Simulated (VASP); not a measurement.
# GaAs (F-43m) in VASP: notebook, part 2 of 2

VASP 6.6.1.

## 4. Vibrations by perturbation theory, LDA

This run uses another cell than the first one, of 17.37 Å³/atom, 0.870 times its volume.

INCAR reads:

```
SYSTEM = GaAs
  PREC = Accurate
  ENCUT = 520
  EDIFF = 1E-8
  ISMEAR = 0
  SIGMA = 0.01
  LREAL = .FALSE.
  LASPH = .TRUE.
  NELM = 100
  ALGO = Normal
  ISIF = 2
  LWAVE = .FALSE.
  LCHARG = .TRUE.
  IBRION = 8
  NSW = 1
  LEPSILON = .TRUE.
```

KPOINTS reads:

```
Automatic mesh
0
G
  12 12 12
  0 0 0
```

POSCAR reads:

```
GaAs
1.0
    0.0000000000      2.5896326162      2.5896326162
    2.5896326162      0.0000000000      2.5896326162
    2.5896326162      2.5896326162      0.0000000000
Ga As
1 1
Direct
    0.0000000000      0.0000000000      0.0000000000
    0.7500000000      0.7500000000      0.7500000000
```

Potentials or basis: VASP PAW LDA potentials, release 64 (Ga_d, As).

On the command line:

```bash
> cat potpaw_LDA.64/Ga_d/POTCAR potpaw_LDA.64/As/POTCAR > POTCAR
> mpirun -np 1 vasp_std > vasp.out
```

OUTCAR:

```text
SYSTEM = GaAs
   PREC = Accurate
   ENCUT = 520
   EDIFF = 1E-8
   ISMEAR = 0
   LREAL = .FALSE.
   LASPH = .TRUE.
   NELM = 100
   ISIF = 2
   IBRION = 8
   NSW = 1
   LEPSILON = .TRUE.

 ion  position               nearest neighbor table
   1  0.000  0.000  0.000-   2 2.24   2 2.24   2 2.24   2 2.24
   2  0.750  0.750  0.750-   1 2.24   1 2.24   1 2.24   1 2.24

  LATTYP: Found a face centered cubic cell.
 ALAT       =     5.1792652324

  Lattice vectors:

 A1 = (   0.0000000000,   2.5896326162,   2.5896326162)
 A2 = (   2.5896326162,   0.0000000000,   2.5896326162)
 A3 = (   2.5896326162,   2.5896326162,   0.0000000000)

Analysis of symmetry for initial positions (statically):
=====================================================================
 Subroutine PRICEL returns:
 Original cell was already a primitive cell.

 Routine SETGRP: Setting up the symmetry group for a
 face centered cubic supercell.

[... 681 lines left out ...]
 SECOND DERIVATIVES (NOT SYMMETRIZED)
 ------------------------------------
               1X          1Y          1Z          2X          2Y          2Z
  1X   -17.016793    0.000000    0.000000   17.016793    0.000000    0.000000
  1Y     0.000000  -17.016793    0.000000    0.000000   17.016793    0.000000
  1Z     0.000000    0.000000  -17.016793    0.000000    0.000000   17.016793
  2X    16.999457    0.000000    0.000000  -16.999457    0.000000    0.000000
  2Y     0.000000   16.999457    0.000000    0.000000  -16.999457    0.000000
  2Z     0.000000    0.000000   16.999457    0.000000    0.000000  -16.999457

 Eigenvectors and eigenvalues of the dynamical matrix
 ----------------------------------------------------

   1 f  =   10.728572 THz    67.409608 2PiTHz  357.866653 cm-1    44.369790 meV
             X         Y         Z           dx          dy          dz
      0.000000  0.000000  0.000000    -0.719879    0.000000    0.000000
      3.884449  3.884449  3.884449     0.694099    0.000000    0.000000
[... 21 lines left out ...]
   6 f/i=    0.002732 THz     0.017166 2PiTHz    0.091132 cm-1     0.011299 meV
             X         Y         Z           dx          dy          dz
      0.000000  0.000000  0.000000     0.000000   -0.429015   -0.545638
      3.884449  3.884449  3.884449     0.000000   -0.444949   -0.565903

--------------------------------------------------------------------------------------------------------

 MACROSCOPIC STATIC DIELECTRIC TENSOR IONIC CONTRIBUTION
 ------------------------------------------------------
           0.828722    -0.000000     0.000000
          -0.000000     0.828722     0.000000
           0.000000     0.000000     0.828722
 ------------------------------------------------------

 ELASTIC MODULI CONTR FROM IONIC RELAXATION (kBar)
 Direction    XX          YY          ZZ          XY          YZ          ZX
 --------------------------------------------------------------------------------
 XX          -0.0000     -0.0000     -0.0000     -0.0000     -0.0000     -0.0000
 YY          -0.0000     -0.0000     -0.0000     -0.0000     -0.0000     -0.0000
 ZZ          -0.0000     -0.0000     -0.0000     -0.0000     -0.0000     -0.0000
 XY          -0.0000     -0.0000     -0.0000  -1049.0749     -0.0000     -0.0000
 YZ          -0.0000     -0.0000     -0.0000     -0.0000  -1049.0749      0.0000
 ZX          -0.0000     -0.0000     -0.0000     -0.0000      0.0000  -1049.0749
 --------------------------------------------------------------------------------

 PIEZOELECTRIC TENSOR IONIC CONTR  for field in x, y, z        (C/m^2)
          XX          YY          ZZ          XY          YZ          ZX
  --------------------------------------------------------------------------------
  x    -0.00000    -0.00000    -0.00000    -0.00000    -0.87736     0.00000
  y    -0.00000    -0.00000    -0.00000    -0.00000     0.00000    -0.87736
  z    -0.00000    -0.00000    -0.00000    -0.87736    -0.00000    -0.00000
```

stdout:

```text
POSCAR found type information on POSCAR GaAs
 POSCAR found :  2 types and       2 ions
 scaLAPACK will be used
 LDA part: xc-table for (Slater(with rela. corr.)+CA(PZ))
 , standard interpolation
 POSCAR, INCAR and KPOINTS ok, starting setup
 FFT: planning ... GRIDC
 FFT: planning ... GRID_SOFT
 FFT: planning ... GRID
 WAVECAR not read
 entering main loop
[... 23 lines left out ...]
  Direction:   3
 dielectric tensor                  component  3 :     2.149     2.598    10.973
 Linear response DOF=           2
 Linear response progress:
 first order change of Fermi-energy   0.45658E-04
 force on displaced ion       1 direction 1 : -17.017   0.000   0.000
 Born effective charge ion    1 direction 1 :   1.633   0.000   0.000
 Linear response progress:
 first order change of Fermi-energy   0.40230E-04
 force on displaced ion       2 direction 1 : -16.999   0.000   0.000
 Born effective charge ion    2 direction 1 :  -1.653   0.000   0.000
 Born effective charges drift removed
 Linear response finished
```

It used 1300 s of CPU time on 1 thread of AMD EPYC 7R13 Processor (Zen 3) (shared host).

Results:

* Electronic dielectric tensor (diagonal): 10.97
* Born charges (mean of the diagonal): Ga +1.64; As -1.64 e
* Highest phonon frequency at Γ, LO-TO splitting left out: 358 cm⁻¹

Phonon frequencies in cm⁻¹ (negative: imaginary):
```tsv
q point	frequencies
(0.000, 0.000, 0.000)	0 0 0 358 358 358
```

Electronic dielectric tensor:
```
10.97  0.00  0.00
 0.00 10.97  0.00
 0.00  0.00 10.97
```

Born effective charge tensors (e):
atom 1, Ga
```
1.64 0.00 0.00
0.00 1.64 0.00
0.00 0.00 1.64
```
atom 2, As
```
-1.64  0.00  0.00
 0.00 -1.64  0.00
 0.00  0.00 -1.64
```

Caveat: the cell wasn't relaxed at this level first, which shifts response properties.

## 5. Vibrations by perturbation theory, LDA (phonons at volume x 1.02)

INCAR reads:

```
SYSTEM = GaAs
PREC = Accurate
ENCUT = 520
EDIFF = 1E-8
ISMEAR = 0
SIGMA = 0.01
LREAL = .FALSE.
LASPH = .TRUE.
NELM = 80
ALGO = Normal
ISIF = 2
LWAVE = .FALSE.
LCHARG = .FALSE.
GGA = CA
NBANDS = 16
IBRION = 8
NSW = 1
LEPSILON = .TRUE.
```

KPOINTS is that of step 4.

POSCAR reads:

```
GaAs
1.0
    0.0000000000      2.8201288822      2.8201288822
    2.8201288822      0.0000000000      2.8201288822
    2.8201288822      2.8201288822      0.0000000000
Ga As
1 1
Direct
    0.0000000000      0.0000000000      0.0000000000
    0.7500000000      0.7500000000      0.7500000000
```

Potentials or basis: VASP PAW LDA potentials, release 64 (Ga_d, As).

On the command line:

```bash
> cat potpaw_LDA.64/Ga_d/POTCAR potpaw_LDA.64/As/POTCAR > POTCAR
> mpirun -np 1 vasp_std > vasp.out
```

OUTCAR:

```text
SYSTEM = GaAs
   PREC = Accurate
   ENCUT = 520
   EDIFF = 1E-8
   ISMEAR = 0
   LREAL = .FALSE.
   LASPH = .TRUE.
   NELM = 80
   ISIF = 2
   GGA = CA
   IBRION = 8
   NSW = 1
   LEPSILON = .TRUE.

 ion  position               nearest neighbor table
   1  0.000  0.000  0.000-   2 2.44   2 2.44   2 2.44   2 2.44
   2  0.750  0.750  0.750-   1 2.44   1 2.44   1 2.44   1 2.44

  LATTYP: Found a face centered cubic cell.
 ALAT       =     5.6402577644

  Lattice vectors:

 A1 = (   0.0000000000,   2.8201288822,   2.8201288822)
 A2 = (   2.8201288822,   0.0000000000,   2.8201288822)
 A3 = (   2.8201288822,   2.8201288822,   0.0000000000)

Analysis of symmetry for initial positions (statically):
=====================================================================
 Subroutine PRICEL returns:
 Original cell was already a primitive cell.

 Routine SETGRP: Setting up the symmetry group for a
 face centered cubic supercell.

 Subroutine GETGRP returns: Found 24 space group operations
 (whereof 24 operations were pure point group operations)
 out of a pool of 48 trial point group operations.

The static configuration has the point symmetry T_d .

Analysis of symmetry for dynamics (positions and initial velocities):
=====================================================================
 Subroutine PRICEL returns:
 Original cell was already a primitive cell.

 Routine SETGRP: Setting up the symmetry group for a
 face centered cubic supercell.
[... 715 lines left out ...]

 PIEZOELECTRIC TENSOR (including local field effects)  for field in x, y, z        (C/m^2)
          XX          YY          ZZ          XY          YZ          ZX
  --------------------------------------------------------------------------------
  x     0.00000    -0.00000    -0.00000     0.00000     0.88844     0.00000
  y    -0.00000    -0.00000     0.00000     0.00000     0.00000     0.88844
  z    -0.00000    -0.00000    -0.00000     0.88844     0.00000     0.00000

 BORN EFFECTIVE CHARGES (including local field effects) (in |e|, cummulative output)
 ---------------------------------------------------------------------------------
 ion    1
    1     2.13439     0.00000     0.00000
    2    -0.00000     2.13439     0.00000
    3     0.00000     0.00000     2.13439
 ion    2
    1    -2.13439     0.00000    -0.00000
    2     0.00000    -2.13439    -0.00000
    3    -0.00000    -0.00000    -2.13439

 INTERNAL STRAIN TENSOR FOR ION    2 for displacements in x,y,z  (eV/Angst):
          X           Y           Z          XY          YZ          ZX
  --------------------------------------------------------------------------------
  x     0.00000     0.00000     0.00000     0.00000     6.71051     0.00000
  y    -0.00000     0.00000    -0.00000     0.00000     0.00000     6.71051
  z     0.00000     0.00000     0.00000     6.71051     0.00000     0.00000

 SECOND DERIVATIVES (NOT SYMMETRIZED)
 ------------------------------------
               1X          1Y          1Z          2X          2Y          2Z
  1X    -9.265830    0.000000    0.000000    9.265830    0.000000    0.000000
  1Y     0.000000   -9.265830    0.000000    0.000000    9.265830    0.000000
  1Z     0.000000    0.000000   -9.265830    0.000000    0.000000    9.265830
  2X     9.258430    0.000000    0.000000   -9.258430    0.000000    0.000000
  2Y     0.000000    9.258430    0.000000    0.000000   -9.258430    0.000000
  2Z     0.000000    0.000000    9.258430    0.000000    0.000000   -9.258430

 Eigenvectors and eigenvalues of the dynamical matrix
 ----------------------------------------------------

   1 f  =    7.917140 THz    49.744855 2PiTHz  264.087348 cm-1    32.742643 meV
             X         Y         Z           dx          dy          dz
      0.000000  0.000000  0.000000     0.719841   -0.000000    0.000000
      4.230193  4.230193  4.230193    -0.694139    0.000000    0.000000
[... 21 lines left out ...]
   6 f/i=    0.001580 THz     0.009929 2PiTHz    0.052713 cm-1     0.006536 meV
             X         Y         Z           dx          dy          dz
      0.000000  0.000000  0.000000     0.494258    0.487379    0.000000
      4.230193  4.230193  4.230193     0.512559    0.505425    0.000000

--------------------------------------------------------------------------------------------------------

 MACROSCOPIC STATIC DIELECTRIC TENSOR IONIC CONTRIBUTION
 ------------------------------------------------------
           1.984112     0.000000    -0.000000
           0.000000     1.984112    -0.000000
          -0.000000    -0.000000     1.984112
 ------------------------------------------------------

 ELASTIC MODULI CONTR FROM IONIC RELAXATION (kBar)
 Direction    XX          YY          ZZ          XY          YZ          ZX
 --------------------------------------------------------------------------------
 XX          -0.0000      0.0000      0.0000     -0.0000      0.0000      0.0000
 YY           0.0000     -0.0000      0.0000     -0.0000     -0.0000     -0.0000
 ZZ           0.0000      0.0000     -0.0000      0.0000     -0.0000      0.0000
 XY          -0.0000     -0.0000      0.0000   -172.0007      0.0000      0.0000
 YZ           0.0000     -0.0000     -0.0000      0.0000   -172.0007     -0.0000
 ZX           0.0000     -0.0000      0.0000      0.0000     -0.0000   -172.0007
 --------------------------------------------------------------------------------

 PIEZOELECTRIC TENSOR IONIC CONTR  for field in x, y, z        (C/m^2)
          XX          YY          ZZ          XY          YZ          ZX
  --------------------------------------------------------------------------------
  x     0.00000    -0.00000    -0.00000     0.00000    -0.54969    -0.00000
  y     0.00000    -0.00000     0.00000     0.00000    -0.00000    -0.54969
  z    -0.00000    -0.00000     0.00000    -0.54969     0.00000     0.00000
```

stdout:

```text
POSCAR found type information on POSCAR GaAs
 POSCAR found :  2 types and       2 ions
 scaLAPACK will be used
 LDA part: xc-table for (Slater(with rela. corr.)+CA(PZ))
 , standard interpolation
 POSCAR, INCAR and KPOINTS ok, starting setup
 FFT: planning ... GRIDC
 FFT: planning ... GRID_SOFT
 FFT: planning ... GRID
 WAVECAR not read
 entering main loop
[... 23 lines left out ...]
  Direction:   3
 dielectric tensor                  component  3 :     3.366     3.126    24.505
 Linear response DOF=           2
 Linear response progress:
 first order change of Fermi-energy   0.73723E-04
 force on displaced ion       1 direction 1 :  -9.266   0.000   0.000
 Born effective charge ion    1 direction 1 :   2.087   0.000   0.000
 Linear response progress:
 first order change of Fermi-energy  -0.22870E-04
 force on displaced ion       2 direction 1 :  -9.258  -0.000  -0.000
 Born effective charge ion    2 direction 1 :  -2.171   0.000   0.000
 Born effective charges drift removed
 Linear response finished
```

Wall time 35 min (1 thread of Intel Xeon Platinum 8259CL at 2.50GHz (Skylake/Cascade Lake), shared host); peak memory 0.56 GiB.

What came out:

```yaml
Electronic_dielectric_tensor_diagonal: 24.50
Born_charges_mean_of_the_diagonal: Ga +2.13; As -2.13 e
Highest_phonon_frequency_at_Γ_LO-TO_splitting_left_out: 264 cm⁻¹
```

Phonon frequencies in cm⁻¹ (negative: imaginary):
| q point | frequencies |
| --- | --- |
| (0.000, 0.000, 0.000) | 0 0 0 264 264 264 |

Electronic dielectric tensor:
```
24.50  0.00  0.00
 0.00 24.50  0.00
 0.00  0.00 24.50
```

Born effective charge tensors (e):
atom 1, Ga
```
2.13 0.00 0.00
0.00 2.13 0.00
0.00 0.00 2.13
```
atom 2, As
```
-2.13  0.00  0.00
 0.00 -2.13  0.00
 0.00  0.00 -2.13
```

Caveat: the cell differs from its parent crystal (phonons at volume x 1.02); the cell wasn't relaxed at this level first, which shifts response properties.
